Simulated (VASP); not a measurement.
PtS2:

```
Pt S
1.0
     3.47234    0.00000    0.00000
    -1.73617    3.00713    0.00000
     0.00000    0.00000    5.03880
Pt S
1 2
Direct
  0.00000 0.00000 0.00000
  0.66667 0.33333 0.77300
  0.33333 0.66667 0.22700
```

Base run:

| Quantity | Value |
| --- | --- |
| Program | VASP 6.6.1 |
| Functional | PBE |
| Potentials or basis | VASP PAW PBE potentials, release 64 (Pt, S) |
| Cutoff | 520 eV |
| k mesh | 7 × 7 × 5 |
| Occupations | fermi-dirac, width 0.05 eV |
| Spin | no spin polarisation |

Its results: band gap on the k mesh 1.01 eV, indirect (least direct gap 1.31 eV); pressure 20.0 GPa; largest force 1.893 eV/Å.

Problem. The run is repeated on the same cell with these changes: potentials or basis from VASP PAW PBE potentials, release 64 (Pt, S) to VASP PAW PBE potentials, release 64 (Pt_sv_GW, S); cutoff from 520 eV to 500 eV; further incar settings from ALGO = Normal; EDIFF = 1e-07; NBANDS = 18 to ALGO = Normal; EDIFF = 1e-06; NBANDS = 22; valence electrons from 22 to 30. What comes out?

Solution. Band gap on the k mesh 1.01 eV, indirect (least direct gap 1.31 eV); pressure 19.2 GPa; largest force 1.913 eV/Å.

Caveats: spin-orbit coupling is left out, which moves the levels of the heavy elements; forces of over 1 eV/Å act on the atoms, so gaps and moduli don't describe the material at rest.

A k mesh can miss the band edges.
